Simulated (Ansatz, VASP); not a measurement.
One calculation of ZnS, two programs

```
CELL_PARAMETERS angstrom
0.00000 2.75874 2.70465
2.75874 0.00000 2.70465
2.75874 2.75874 0.00000
ATOMIC_POSITIONS crystal
Zn 0.00000 0.00000 0.00000
S 0.75000 0.75000 0.75000
```

Change from the starting cell: x and y stretched by +2 %, z held, PAW files.

Alike in both runs: task electric field gradients; functional PBE; k mesh 8 × 8 × 8; occupations fermi-dirac, width 0.01 eV; no spin polarisation.

|  | VASP | Ansatz |
| --- | --- | --- |
| version | VASP 6.6.1 | Ansatz 0.2.0 |
| potentials or method | VASP PAW PBE potentials, release 64 (Zn, S) | PAW with Ansatz's default frozen-core files, scalar-relativistic |
| plane-wave cutoff (eV) | 520 | 420 |
| valence electrons in the cell | 18 | 18 |

```tsv
	VASP	Ansatz	Ansatz less VASP
gap on the k mesh at the Fermi level (eV)	1.89	1.88	-0.003
pressure (GPa)	-1.2	-1.4	-0.13
traceless stress, the component that is largest in VASP (GPa)	0.53	0.53	+0.004
size of Vzz on the site where it differs most (V/Å²)	3.4	3.5	+0.16
```
